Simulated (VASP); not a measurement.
# ScAl3 (P4/mmm) in VASP: further runs, part 2 of 2

VASP 6.6.1. The steps go on from the part before.

### Step 3. Single point, PBE (biaxial strain in the a-b plane: +6.0 %)

Input file INCAR:

```
  ALGO = Fast
  EDIFF = 1E-6
  ENCUT = 520
  GGA = PE
  ISIF = 2
  ISMEAR = 0
  LASPH = True
  LCHARG = False
  LREAL = False
  LWAVE = False
  NBANDS = 18
  NELM = 100
  PREC = Accurate
  SIGMA = 0.1
```

Input file KPOINTS:

```
k-points
0
Gamma
  12 12 12
```

Input file POSCAR:

```
ScAl3
1.0
    4.3516504319      0.0000000000      0.0000000000
    0.0000000000      4.3516504319      0.0000000000
    0.0000000000      0.0000000000      3.9575386947
Sc Al
1 3
Direct
    0.0000000000      0.0000000000      0.0000000000
    0.5000000000      0.0000000000      0.5000000000
    0.0000000000      0.5000000000      0.5000000000
    0.5000000000      0.5000000000      0.0000000000
```

Potentials or basis: VASP PAW PBE potentials, release 64 (Sc_sv, Al).

Command:

```sh
$ cat potpaw_PBE.64/Sc_sv/POTCAR potpaw_PBE.64/Al/POTCAR > POTCAR
$ mpirun -np 1 vasp_std > vasp.out
```

Run time: 7.9 min. Hardware: 1 thread of AMD EPYC 7R13, shared host; peak memory 0.33 GiB.

Results (log left out):

```
Free energy            : -19.0430 eV
Pressure               : -5.3 GPa
Band gap on the k mesh : zero (bands 10 and 11 overlap by 3.39 eV)
```

Stress tensor (GPa, compression positive):
```
-8.51  0.00  0.00
 0.00 -8.51  0.00
 0.00  0.00  1.09
```

Levels at points of the mesh, in eV from the Fermi level:
```tsv
k point	band 6	band 7	band 8	band 9	band 10	band 11	band 12	band 13	band 14	band 15
(0.00, 0.00, 0.00)	-3.02	-2.14	-2.14	-2.13	-0.86	1.05	1.26	1.38	1.38	4.09
(0.50, 0.00, 0.00)	-7.09	-1.93	-1.24	-0.93	0.04	0.49	1.59	1.61	1.66	2.00
(0.50, 0.50, 0.00)	-5.74	-5.74	-4.15	-0.03	-0.03	1.66	1.82	1.92	1.93	3.91
(0.00, 0.00, 0.50)	-6.82	-1.75	-1.75	-1.48	0.05	0.65	0.65	1.25	1.48	2.59
(0.50, 0.00, 0.50)	-5.41	-5.22	-4.11	-0.77	-0.51	0.90	0.97	1.76	2.63	2.67
(0.50, 0.50, 0.50)	-4.64	-4.57	-4.11	-2.94	-2.94	-2.59	0.70	2.12	2.73	3.39
```

Caveat: the cell differs from its parent crystal (biaxial strain in the a-b plane: +6.0 %); the stress differs along the axes, from -9 to 1 GPa.

### Step 4. Single point, PBE (biaxial strain in the a-b plane: +6.0 %, then relaxed in part)

INCAR, as its differences from that of step 3:

```diff
@@ -7,4 +7,6 @@
   LASPH = True
-  LCHARG = False
+  LCHARG = True
+  LELF = True
   LREAL = False
+  LVHAR = True
   LWAVE = False
```

KPOINTS is that of step 3.

POSCAR, as its differences from that of step 3:

```diff
@@ -4,3 +4,3 @@
     0.0000000000      4.3516504319      0.0000000000
-    0.0000000000      0.0000000000      3.9575386947
+    0.0000000000      0.0000000000      3.9889504630
 Sc Al
```

Potentials or basis: VASP PAW PBE potentials, release 64 (Sc_sv, Al).

Command:

```sh
$ cat potpaw_PBE.64/Sc_sv/POTCAR potpaw_PBE.64/Al/POTCAR > POTCAR
$ mpirun -np 1 vasp_std > vasp.out
```

OUTCAR:

```text
EDIFF = 1E-6
   ENCUT = 520
   GGA = PE
   ISIF = 2
   ISMEAR = 0
   LASPH = True
   LREAL = False
   NELM = 100
   PREC = Accurate

 ion  position               nearest neighbor table
   1  0.000  0.000  0.000-   2 2.95   3 2.95   2 2.95   3 2.95   3 2.95   3 2.95   2 2.95   2 2.95
                             4 3.08   4 3.08   4 3.08   4 3.08
   2  0.500  0.000  0.500-   1 2.95   4 2.95   1 2.95   4 2.95   4 2.95   4 2.95   1 2.95   1 2.95
                             3 3.08   3 3.08   3 3.08   3 3.08
[... 711 lines left out ...]
  --------------------------------------------------------------------------------------
  -------------------------------------------------------------------------------------
  Total       -4.1360459     -4.1360459      0.0055932      0.0000000      0.0000000      0.0000000
  in kB      -87.7261946    -87.7261946      0.1186332      0.0000000      0.0000000      0.0000000
  external PRESSURE =     -58.4445854 kB  Pullay stress =       0.0000000 kB

 VOLUME and BASIS-vectors are now :
 -----------------------------------------------------------------------------
  energy-cutoff  :      520.00
  volume of cell :       75.54
      direct lattice vectors                 reciprocal lattice vectors
     4.351650432  0.000000000  0.000000000     0.229797870  0.000000000  0.000000000
     0.000000000  4.351650432  0.000000000     0.000000000  0.229797870  0.000000000
     0.000000000  0.000000000  3.988950463     0.000000000  0.000000000  0.250692509

 POSITION                                       TOTAL-FORCE (eV/Angst)
 -----------------------------------------------------------------------------------
      0.00000      0.00000      0.00000         0.000000      0.000000      0.000000
      2.17583      0.00000      1.99448         0.000000      0.000000      0.000000
      0.00000      2.17583      1.99448         0.000000      0.000000      0.000000
      2.17583      2.17583      0.00000         0.000000      0.000000      0.000000
 -----------------------------------------------------------------------------------
    total drift:                                0.000000      0.000000      0.000000

  FREE ENERGIE OF THE ION-ELECTRON SYSTEM (eV)
  ---------------------------------------------------
  free  energy   TOTEN  =       -19.0451963491 eV

  energy  without entropy=      -19.0368017753  energy(sigma->0) =      -19.04099906
```

OSZICAR:

```text
N       E                     dE             d eps       ncg     rms          rms(c)
DAV:   1     0.104791472405E+03    0.10479E+03   -0.81495E+03  7064   0.988E+02
DAV:   2    -0.153161207057E+02   -0.12011E+03   -0.11724E+03  7090   0.283E+02
DAV:   3    -0.200573385069E+02   -0.47412E+01   -0.45597E+01 10774   0.541E+01
DAV:   4    -0.201797070442E+02   -0.12237E+00   -0.12190E+00 10640   0.877E+00
DAV:   5    -0.201827118264E+02   -0.30048E-02   -0.30044E-02 10698   0.124E+00    0.757E+00
RMM:   6    -0.189709734424E+02    0.12117E+01   -0.22127E+00  7554   0.157E+01    0.221E+00
RMM:   7    -0.191064553101E+02   -0.13548E+00   -0.23893E+00  9735   0.643E+00    0.136E+00
RMM:   8    -0.190479058107E+02    0.58549E-01   -0.20501E-01  7656   0.521E+00    0.148E+00
RMM:   9    -0.190536899774E+02   -0.57842E-02   -0.12556E-01  9109   0.327E+00    0.723E-01
RMM:  10    -0.190441661363E+02    0.95238E-02   -0.37340E-02  8757   0.196E+00    0.132E-01
RMM:  11    -0.190450233124E+02   -0.85718E-03   -0.10043E-02  9525   0.622E-01    0.641E-02
RMM:  12    -0.190452321932E+02   -0.20888E-03   -0.19874E-03 10976   0.315E-01    0.324E-02
RMM:  13    -0.190452050134E+02    0.27180E-04   -0.35319E-04 10613   0.159E-01    0.227E-02
RMM:  14    -0.190452000757E+02    0.49377E-05   -0.64156E-05 10392   0.782E-02    0.964E-03
RMM:  15    -0.190451973566E+02    0.27191E-05   -0.20202E-05 10384   0.347E-02    0.611E-03
RMM:  16    -0.190451959911E+02    0.13655E-05   -0.64508E-06  9389   0.293E-02    0.369E-03
RMM:  17    -0.190451963491E+02   -0.35797E-06   -0.16726E-06  7537   0.148E-02
   1 F= -.19045196E+02 E0= -.19040999E+02  d E =-.839457E-02
```

Run time: 8.7 min. Hardware: 1 thread of AMD EPYC 7R13, shared host; peak memory 0.33 GiB.

What came out:

```
Free energy            : -19.0452 eV
Pressure               : -5.8 GPa
Band gap on the k mesh : zero (bands 10 and 11 overlap by 3.38 eV)
```

Caveat: the cell differs from its parent crystal (biaxial strain in the a-b plane: +6.0 %, then relaxed in part); the stress differs along the axes, from -9 to 0 GPa.

### Step 5. Overview

| cell | further INCAR settings | gap on the mesh (eV) | pressure (GPa) |
| --- | --- | --- | --- |
| a = 4.270, b = 4.270, c = 4.007 Å, 4 atoms | ALGO = Fast; EDIFF = 1e-07; NBANDS = 18 | none | -3.9 |
| a = 4.352, b = 4.352, c = 3.958 Å, 4 atoms | ALGO = Fast; EDIFF = 1e-06; NBANDS = 18 | none | -5.3 |
| a = 4.352, b = 4.352, c = 3.989 Å, 4 atoms | ALGO = Fast; EDIFF = 1e-06; NBANDS = 18 | none | -5.8 |

Alike in all rows: task single point; level PBE; potentials or basis VASP PAW PBE potentials, release 64 (Sc_sv, Al); no spin polarisation; k mesh 12 × 12 × 12; cutoff (eV) 520; smearing gaussian 0.1 eV.

Caveats: the stress differs along the axes, from -6 to 1 GPa (at least some runs); the stress differs along the axes, from -9 to 1 GPa (at least some runs); the stress differs along the axes, from -9 to 0 GPa (at least some runs).

Absolute energies hang on the potentials; compare differences alone.
